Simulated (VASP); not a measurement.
Write the native input for VASP 6.6.1 that does the following.

```
Task                   : single point
Functional             : r2SCAN
Potentials or basis    : VASP PAW PBE potentials, release 64 (Al, N)
Cutoff                 : 520 eV
k mesh                 : 8 × 8 × 2
Occupations            : gaussian, width 0.05 eV
Spin                   : no spin polarisation
Dipole correction      : no
Further INCAR settings : ALGO = Normal; EDIFF = 1e-06; NBANDS = 36
```

Crystal: AlN.

```xyz
12
Lattice="2.1840 -2.1840 0.0000 2.1840 0.0000 -2.1840 12.7401 6.7339 6.7339" Properties=species:S:1:pos:R:3 pbc="T T T"
Al    3.4577   -0.9103   -0.9103
Al    7.8257    7.8257    7.8257
Al    3.4577    1.2737    1.2737
Al    7.8257    3.4577    3.4577
Al    3.4577    3.4577    3.4577
Al    7.8257    5.6417    5.6417
N     6.7337    2.3657    2.3657
N     6.7337    0.1817    0.1817
N     6.7337    4.5497    4.5497
N    11.1017    6.7337    6.7337
N     6.7337    6.7337    6.7337
N     2.3657    0.1817    0.1817
```

These files were run (other wordings do the same):

POSCAR

```
AlN
1.0
    2.1839935596     -2.1839935596      0.0000000000
    2.1839935596      0.0000000000     -2.1839935596
   12.7401080306      6.7339073423      6.7339073423
Al N
6 6
Direct
    0.6094034733      0.6094034733      0.0624666667
   -0.8211798600     -0.8211798600      0.8958000000
    0.1232868067      0.1232868067      0.2291333333
    0.1510534733      0.1510534733      0.5624666667
   -0.3628298600     -0.3628298600      0.3958000000
   -0.3350631933     -0.3350631933      0.7291333333
    0.2656409733      0.2656409733      0.4374666667
    0.7517576400      0.7517576400      0.2708000000
   -0.2204756933     -0.2204756933      0.6041333333
   -0.1927090267     -0.1927090267      0.9374666667
   -0.7065923600     -0.7065923600      0.7708000000
    0.2378743067      0.2378743067      0.1041333333
```

INCAR.step1

```
SYSTEM = AlN
PREC     = Accurate       ! precision mode
ENCUT    = 520            ! plane-wave cutoff, eV
ISMEAR   = 0              ! smearing method
SIGMA    = 0.05           ! smearing width, eV
LREAL    = .False.        ! projectors in reciprocal space
LASPH    = .True.         ! aspherical terms in the spheres
NELM     = 60             ! most SCF steps
NBANDS   = 36             ! bands
GGA      = PE             ! functional
ALGO     = Normal         ! electronic algorithm
EDIFF    = 1E-4           ! SCF threshold, eV
LWAVE    = .True.         ! write WAVECAR
LCHARG   = .False.        ! write CHGCAR
```

INCAR.step2

```
SYSTEM = AlN
PREC     = Accurate       ! precision mode
ENCUT    = 520            ! plane-wave cutoff, eV
EDIFF    = 1E-6           ! SCF threshold, eV
ISMEAR   = 0              ! smearing method
SIGMA    = 0.05           ! smearing width, eV
LREAL    = .False.        ! projectors in reciprocal space
LASPH    = .True.         ! aspherical terms in the spheres
NELM     = 60             ! most SCF steps
ALGO     = Normal         ! electronic algorithm
ISIF     = 2              ! what is computed and relaxed
LWAVE    = .False.        ! write WAVECAR
LCHARG   = .False.        ! write CHGCAR
METAGGA  = R2SCAN         ! meta-GGA
LMIXTAU  = .True.       
NBANDS   = 36             ! bands
ISTART   = 1
```

KPOINTS

```
regular mesh
0
Gamma
  8 8 2
  0 0 0
```

Potentials or basis: VASP PAW PBE potentials, release 64 (Al, N).

Command:

```sh
$ cat potpaw_PBE.64/Al/POTCAR potpaw_PBE.64/N/POTCAR > POTCAR
$ cp INCAR.step1 INCAR
$ mpirun -np 1 vasp_std > vasp.out
$ cp INCAR.step2 INCAR
$ mpirun -np 1 vasp_std > vasp.out
```

Results of the run:

```
Pressure               : -0.5 GPa
Largest force          : 0.829 eV/Å
Band gap on the k mesh : 3.76 eV, indirect (least direct gap 4.19 eV)
```

Caveat: the PAW data sets were made with another functional, which shifts forces and pressure a little.

It took 15 min on 1 thread of Oxide Virtual Turin-like Processor, with other jobs on the host, peak memory 0.31 GiB.
